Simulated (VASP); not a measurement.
Input of a VASP 6.6.1 run:

Contents of INCAR:

```
PREC     = Accurate       # precision mode
ENCUT    = 600            # plane-wave cutoff, eV
EDIFF    = 1E-6           # SCF threshold, eV
ISMEAR   = -1             # smearing method
SIGMA    = 0.15           # smearing width, eV
LREAL    = False          # projectors in reciprocal space
LASPH    = True           # aspherical terms in the spheres
NELM     = 60             # most SCF steps
ALGO     = Normal         # electronic algorithm
ISIF     = 4              # what is computed and relaxed
LWAVE    = False          # write WAVECAR
LCHARG   = False          # write CHGCAR
IBRION   = 2              # ionic algorithm
NSW      = 80             # ionic steps
EDIFFG   = -0.001         # ionic threshold
```

The input KPOINTS:

```
Automatic mesh
0
Gamma
  12 12 16
```

The input POSCAR:

```
Li2Pt
1.0
    4.0653617426      0.0000000000      0.0000000000
   -2.0326808713      3.5207065446      0.0000000000
    0.0000000000      0.0000000000      2.5960727508
Li Pt
2 1
Direct
    0.3333333333      0.6666666667      0.5000000000
    0.6666666667      0.3333333333      0.5000000000
    0.0000000000      0.0000000000      0.0000000000
```

Potentials or basis: VASP PAW LDA potentials, release 64 (Li_sv, Pt).

Launch:

```console
$ cat potpaw_LDA.64/Li_sv/POTCAR potpaw_LDA.64/Pt/POTCAR > POTCAR
$ mpirun -np 1 vasp_std > vasp.out
```

Predict the band gap on the k mesh.

zero (bands 8 and 9 overlap by 1.84 eV).

The path:
| step | energy change (eV) | largest force (eV/Å) | pressure (GPa) | volume (Å³) |
| --- | --- | --- | --- | --- |
| 1 | 0.0000 | 0.0000 | 1.94 | 37.16 |
| 2 | -0.0009 | 0.0000 | 1.69 | 37.16 |
| 3 | -0.0010 | 0.0000 | 1.59 | 37.16 |
| 4 | -0.0010 | 0.0000 | 1.60 | 37.16 |

Caveat: the cutoff is under 1.25 times the usual one of these potentials, so pressure, stress and relaxed cells hold a basis-set (Pulay) error; spin-orbit coupling is left out, which moves the levels of the heavy elements.
